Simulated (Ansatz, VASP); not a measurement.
Two plane-wave programs on Ta

```
Ta
1.0
     1.62891   -2.97407    0.00000
     1.62891    2.97407    0.00000
     0.00000    0.00000    6.17709
Ta
2
Direct
  0.71423 0.28577 0.25000
  0.28577 0.71423 0.75000
```

Alike in both runs: task single point; functional PBEsol; k mesh 14 × 14 × 8; occupations gaussian, width 0.1 eV; no spin polarisation.

|  | VASP | Ansatz |
| --- | --- | --- |
| version | VASP 6.6.1 | Ansatz 0.2.0 |
| potentials or method | VASP PAW PBE potentials, release 64 (Ta_pv), cutoff 520 eV | scalar-relativistic, plane waves, PAW |
| valence electrons in the cell | 22 | 26 |

```tsv
	VASP	Ansatz	Ansatz less VASP
gap on the k mesh at the Fermi level (eV)	none	none	-
pressure (GPa)	-36.1	-36.1	+0.02
traceless stress, the component that is largest in VASP (GPa)	-1.41	-1.43	-0.016
rms of the force components (eV/Å)	0.142	0.142	+0.0001
```

VASP's potentials were made for PBE, not for PBEsol. Atom by atom the forces differ by 0.000 eV/Å (rms over components). A gap of «none» marks a metal or a gap that the smearing closes. Both programs put the cell under strong tension, so it lies far from rest at this level. VASP's potentials hold 22 valence electrons a cell and Ansatz's 26, so a difference there can come from the potentials and not from the codes.

Spin-orbit coupling is off throughout. Noted on VASP's run: the cell as given lies far from equilibrium.
